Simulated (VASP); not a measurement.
## KCl: single point with r2SCAN

KCl:

```
CELL_PARAMETERS angstrom
0.00000 3.26656 3.15610
3.15610 0.00000 3.15610
3.15610 3.26656 0.00000
ATOMIC_POSITIONS crystal
K 0.00000 0.00000 0.00000
Cl 0.50000 0.50000 0.50000
```

This cell differs from its parent crystal: strain +0.0350 x Voigt [0, 1, 0, 0, 0, 0].

```json
{
 "Program": "VASP 6.6.1",
 "Task": "single point",
 "Functional": "r2SCAN",
 "Potentials or basis": "VASP PAW PBE potentials, release 64 (K_sv, Cl)",
 "Cutoff": "520 eV",
 "k mesh": "6 × 6 × 6",
 "Occupations": "gaussian, width 0.05 eV",
 "Spin": "no spin polarisation"
}
```

```
Pressure               : -0.7 GPa
Band gap on the k mesh : 5.67 eV
```

Stress tensor (GPa, compression positive):
```
-0.38  0.00  0.00
 0.00 -1.41  0.00
 0.00  0.00 -0.38
```

Levels at points of the mesh, in eV from the valence-band top:
```tsv
k point	band 5	band 6	band 7	band 8	band 9	band 10	band 11	band 12
(0.00, 0.00, 0.00)	-11.07	-0.02	0.00	0.00	5.67	8.87	9.08	9.08
(0.50, 0.00, 0.00)	-10.87	-0.98	-0.30	-0.30	8.00	9.06	11.15	11.20
(0.50, 0.50, 0.00)	-11.12	-0.63	-0.24	-0.23	7.04	9.02	10.49	11.06
(0.50, 0.00, 0.50)	-11.11	-0.67	-0.20	-0.20	7.10	8.99	10.28	10.98
```

Wall time 58 s on 1 thread of Intel(R) Xeon(R) 6975P-C (Granite Rapids), with other jobs on the host, peak memory 0.22 GiB.

Caveat: the cell differs from its parent crystal (strain +0.0350 x Voigt [0, 1, 0, 0, 0, 0]); the PAW data sets were made with another functional, which shifts forces and pressure a little.
